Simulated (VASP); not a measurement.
Here is a VASP 6.6.1 calculation.

INCAR

```
SYSTEM = YSe4F2
ALGO     = Normal         ! electronic algorithm
EDIFF    = 1E-6           ! SCF threshold, eV
ENCUT    = 520            ! plane-wave cutoff, eV
GGA      = PE             ! functional
ISIF     = 2              ! what is computed and relaxed
ISMEAR   = 0              ! smearing method
LASPH    = .True.         ! aspherical terms in the spheres
LCHARG   = .False.        ! write CHGCAR
LREAL    = .False.        ! projectors in reciprocal space
LWAVE    = .False.        ! write WAVECAR
NBANDS   = 34             ! bands
NELM     = 80             ! most SCF steps
PREC     = Accurate       ! precision mode
SIGMA    = 0.1            ! smearing width, eV
```

File KPOINTS:

```
k-points
0
Gamma
  4 4 4
  0 0 0
```

Contents of POSCAR:

```
YSe4F2
1.0
    6.4236012907      0.0000000000      0.0000000000
    0.0000000000      6.4236012907      0.0000000000
    0.0000000000      0.0000000000      3.6634878460
Y Se F
1 4 2
Direct
    0.0000000000      0.0000000000      0.0000000000
    0.3120368989      0.3120368989      0.0000000000
    0.6879631011      0.6879631011      0.0000000000
    0.3120368989      0.6879631011      0.0000000000
    0.6879631011      0.3120368989      0.0000000000
    0.0000000000      0.5000000000      0.5000000000
    0.5000000000      0.0000000000      0.5000000000
```

Potentials or basis: VASP PAW PBE potentials, release 64 (Y_sv, Se, F).

Launch:

```console
$ cat potpaw_PBE.64/Y_sv/POTCAR potpaw_PBE.64/Se/POTCAR potpaw_PBE.64/F/POTCAR > POTCAR
$ mpirun -np 1 vasp_std > vasp.out
```

(1) What does it give for the band gap on the k mesh?

(2) Estimate the largest force.

(3) What does it give for the pressure?

## Answers

(1) zero (an odd number of electrons rules out a gap without spin polarisation).

(2) 0.033 eV/Å.

(3) -0.2 GPa.

Caveat: the k points lie up to 0.43 Å⁻¹ apart, too coarse for converged energies and pressures of a metal; an odd number of electrons without spin polarisation forces a metal; a magnetic or distorted state may lie lower.
